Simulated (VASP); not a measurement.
Set up this calculation in VASP 6.6.1, as the native input.

- Task: single point
- Functional: PBE
- Potentials or basis: VASP PAW PBE potentials, release 64 (Nb_sv)
- Cutoff: 520 eV
- k mesh: 13 × 13 × 13
- Occupations: fermi-dirac, width 0.1 eV
- Spin: no spin polarisation
- Dipole correction: no
- Further INCAR settings: ALGO = Normal; EDIFF = 1e-06; NBANDS = 12

The structure of Nb lies in POSCAR:

```
Nb
1.0
   -1.6547957147      1.6547957147      1.6547957147
    1.6547957147     -1.6547957147      1.6547957147
    1.6547957147      1.6547957147     -1.6547957147
Nb
1
Direct
    0.0000000000      0.0000000000      0.0000000000
```

These files were run (other wordings do the same):

INCAR

```
  PREC = Accurate
  ENCUT = 520
  EDIFF = 1E-6
  ISMEAR = -1
  SIGMA = 0.1
  LREAL = False
  LASPH = True
  NELM = 60
  ALGO = Normal
  ISIF = 2
  LWAVE = False
  LCHARG = False
  GGA = PE
  NBANDS = 12
```

KPOINTS

```
Automatic mesh
0
Gamma
  13 13 13
```

Potentials or basis: VASP PAW PBE potentials, release 64 (Nb_sv).

Launch:

```console
$ cat potpaw_PBE.64/Nb_sv/POTCAR > POTCAR
$ mpirun -np 1 vasp_std > vasp.out
```

Results of the run:

| Item | Value |
| --- | --- |
| Pressure | -0.4 GPa |

It took 8 s on 1 thread of Intel Xeon 6975P-C, with other jobs on the host, peak memory 0.15 GiB.
